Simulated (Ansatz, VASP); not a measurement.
# One calculation of GaN, two programs

```
Ga N
1.0
     3.18310    0.00000    0.00000
    -1.59155    2.75664    0.00000
     0.00000    0.00000    5.18360
Ga N
2 2
Direct
  0.33333 0.66667 0.99911
  0.66667 0.33333 0.49911
  0.33333 0.66667 0.37589
  0.66667 0.33333 0.87589
```

Alike in both runs: functional r2SCAN; k mesh 12 × 12 × 6; no spin polarisation.

Ansatz relaxed the structure, and its values are those at the end. VASP's run is a single point on that final structure, the one shown.

```csv
,VASP,Ansatz
version,VASP 6.6.1,Ansatz 0.2.0
potentials or method,"VASP PAW PBE potentials, release 64 (Ga_d, N), cutoff 660 eV","scalar-relativistic, plane waves, PAW"
occupations,"gaussian, width 0.01 eV",fixed
valence electrons in the cell,36,36
```

|  | VASP | Ansatz | Ansatz less VASP |
| --- | --- | --- | --- |
| gap on the k mesh at the Fermi level (eV) | 2.34 | 2.35 | +0.007 |
| least direct gap on the mesh (eV) | 2.34 | 2.35 | +0.007 |
| pressure (GPa) | 1.1 | 0.0 | -1.06 |

VASP's potentials were made for PBE, not for r2SCAN.
